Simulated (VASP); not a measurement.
## BN: single point with PBE

The system is BN.

```
B N
1.0
     0.00000    1.70549    2.04658
     1.70549    0.00000    2.04658
     1.70549    1.70549    0.00000
B N
1 1
Direct
  0.00000 0.00000 0.00000
  0.75000 0.75000 0.75000
```

This cell differs from its parent crystal: ratio of the length along z to the lengths across it x 1.2, volume and fractional coordinates fixed.

```yaml
Program: VASP 6.6.1
Task: single point
Functional: PBE
Potentials_or_basis: VASP PAW PBE potentials, release 64 (B, N)
Cutoff: 520 eV
k_mesh: 12 × 12 × 12
Occupations: gaussian, width 0.05 eV
Spin: no spin polarisation
```

```yaml
Pressure: 0.6 GPa
Band_gap_on_the_k_mesh: 2.78 eV, indirect (least direct gap 6.95 eV)
```

Stress tensor (GPa, compression positive):
```
 46.98   0.00   0.00
  0.00  46.98   0.00
  0.00   0.00 -92.12
```

Levels at points of the mesh, in eV from the valence-band top:
```csv
k point,band 2,band 3,band 4,band 5,band 6,band 7
"(0.00, 0.00, 0.00)",-2.37,0.00,0.00,7.83,7.83,8.92
"(0.50, 0.00, 0.00)",-11.34,-4.18,-1.10,5.87,10.79,12.32
"(0.50, 0.50, 0.00)",-11.30,-3.84,-3.84,6.01,11.24,16.33
"(0.50, 0.00, 0.50)",-8.72,-6.23,-6.22,2.78,7.18,14.59
```

Wall time 32 s on 1 thread of AMD EPYC 7R13, with other jobs on the host, peak memory 0.1 GiB.

 A k mesh can miss the band edges.
